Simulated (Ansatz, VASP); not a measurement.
**TaC: VASP beside Ansatz**

```
CELL_PARAMETERS angstrom
0.00000 2.21421 2.21421
2.21421 0.00000 2.21421
2.21421 2.21421 0.00000
ATOMIC_POSITIONS crystal
Ta 0.00000 0.00000 0.00000
C 0.50000 0.50000 0.50000
```

Alike in both runs: task single point; functional revPBE; k mesh 10 × 10 × 10; occupations gaussian, width 0.05 eV; no spin polarisation.

```csv
,VASP,Ansatz
version,VASP 6.6.1,Ansatz 0.2.0
potentials or method,"VASP PAW PBE potentials, release 64 (Ta_pv, C), cutoff 600 eV","scalar-relativistic, plane waves, PAW"
valence electrons in the cell,15,17
```

Ansatz gave:

```
gap on the k mesh at the Fermi level (eV) : none
pressure (GPa)                            : 14.1
```

Problem. What did VASP give for the same quantities?

Solution. gap on the k mesh at the Fermi level (eV): none; pressure (GPa): 14.7.

VASP's potentials were made for PBE, not for revPBE. A gap of «none» marks a metal or a gap that the smearing closes. The functional is the same, so the differences come from potentials, cutoffs and numerics. VASP's potentials hold 15 valence electrons a cell and Ansatz's 17, so a difference there can come from the potentials and not from the codes.

Spin-orbit coupling is off throughout.
